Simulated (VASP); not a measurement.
Here is a VASP 6.6.1 calculation.

The input POSCAR:

```
BN
1.0
    1.2756600336      0.7365020281      3.4390867556
   -1.2756600336      0.7365020281      3.4390867556
    0.0000000000     -1.4730050758      3.4390867556
B N
1 1
Direct
    0.9996710000      0.9996710000      0.9996710000
    0.3327620000      0.3327620000      0.3327620000
```

Contents of INCAR.step1:

```
PREC = Accurate
ENCUT = 520
ISMEAR = 0
SIGMA = 0.01
LREAL = False
LASPH = True
NELM = 100
NBANDS = 11
GGA = PE
ALGO = Normal
EDIFF = 1E-4
LWAVE = True
LCHARG = False
```

Contents of INCAR.step2:

```
PREC = Accurate
ENCUT = 520
EDIFF = 1E-6
ISMEAR = 0
SIGMA = 0.01
LREAL = False
LASPH = True
NELM = 100
ALGO = Normal
ISIF = 2
LWAVE = False
LCHARG = False
METAGGA = R2SCAN
LMIXTAU = True
IVDW = 13
VDW_S6 = 1.0
VDW_S8 = 0.6018749
VDW_A1 = 0.51559235
VDW_A2 = 5.77342911
NBANDS = 11
ISTART = 1
```

The input KPOINTS:

```
Automatic mesh
0
Gamma
  10 10 10
```

Potentials or basis: VASP PAW PBE potentials, release 64 (B, N).

Command:

```bash
$ cat potpaw_PBE.64/B/POTCAR potpaw_PBE.64/N/POTCAR > POTCAR
$ cp INCAR.step1 INCAR
$ mpirun -np 1 vasp_std > vasp.out
$ cp INCAR.step2 INCAR
$ mpirun -np 1 vasp_std > vasp.out
```

(1) Predict the band gap on the k mesh.

(2) Estimate the largest force.

## Answers

(1) 4.72 eV (least direct gap 5.43 eV).

(2) 0.011 eV/Å.

Caveat: the cell stands under tension; the PAW data sets were made with another functional, which shifts forces and pressure a little.
